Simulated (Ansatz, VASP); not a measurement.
**Two plane-wave programs on Li2Rh**

```xyz
3
Lattice="-1.3131 1.3131 6.4643 1.3131 -1.3131 6.4643 1.3131 1.3131 -6.4643" Properties=species:S:1:pos:R:3 pbc="T T T"
Li    0.0000    0.0000    8.3392
Li    0.0000    0.0000    4.5895
Rh    0.0000    0.0000    0.0000
```

Alike in both runs: functional r2SCAN; k mesh 8 × 8 × 8; occupations gaussian, width 0.1 eV; no spin polarisation.

Ansatz relaxed the structure, and its values are those at the end. VASP's run is a single point on that final structure, the one shown.

|  | VASP | Ansatz |
| --- | --- | --- |
| version | VASP 6.6.1 | Ansatz 0.2.0 |
| potentials or method | VASP PAW PBE potentials, release 64 (Li_sv, Rh_pv), cutoff 520 eV | scalar-relativistic, plane waves, PAW |
| valence electrons in the cell | 21 | 23 |

```tsv
	VASP	Ansatz	Ansatz less VASP
gap on the k mesh at the Fermi level (eV)	none	none	-
rms of the force components (eV/Å)	0.015	0.002	-0.0130
```

VASP's potentials were made for PBE, not for r2SCAN. A gap of «none» marks a metal or a gap that the smearing closes. With one functional, cell and mesh, what is left measures potentials, basis and numerics. VASP's potentials hold 21 valence electrons a cell and Ansatz's 23, so a difference there can come from the potentials and not from the codes.

The k mesh is coarse, so the values compare programs but aren't converged. Noted on VASP's run: the cutoff is under 1.25 times that of the potentials, so the pressure is a little rough.
